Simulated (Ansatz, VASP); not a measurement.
**Two plane-wave programs on RbBr**

```
Rb Br
1.0
     0.00000    3.52980    3.52980
     3.52980    0.00000    3.52980
     3.52980    3.52980    0.00000
Rb Br
1 1
Cartesian
  0.0000 0.0000 0.0000
  3.5298 3.5298 3.5298
```

Alike in both runs: functional r2SCAN; k mesh 8 × 8 × 8; occupations fermi-dirac, width 0.02 eV; no spin polarisation.

Ansatz relaxed the structure, and its values are those at the end. VASP's run is a single point on that final structure, the one shown.

```csv
,VASP,Ansatz
version,VASP 6.6.1,Ansatz 0.2.0
potentials or method,"VASP PAW PBE potentials, release 64 (Rb_sv, Br), cutoff 520 eV",PAW plane waves
valence electrons in the cell,16,16
```

```csv
,VASP,Ansatz,Ansatz less VASP
gap on the k mesh at the Fermi level (eV),4.75,4.75,-0.001
pressure (GPa),-0.7,-0.7,-0.01
```

VASP's potentials were made for PBE, not for r2SCAN. Ansatz's warnings: stress scf threshold loose.
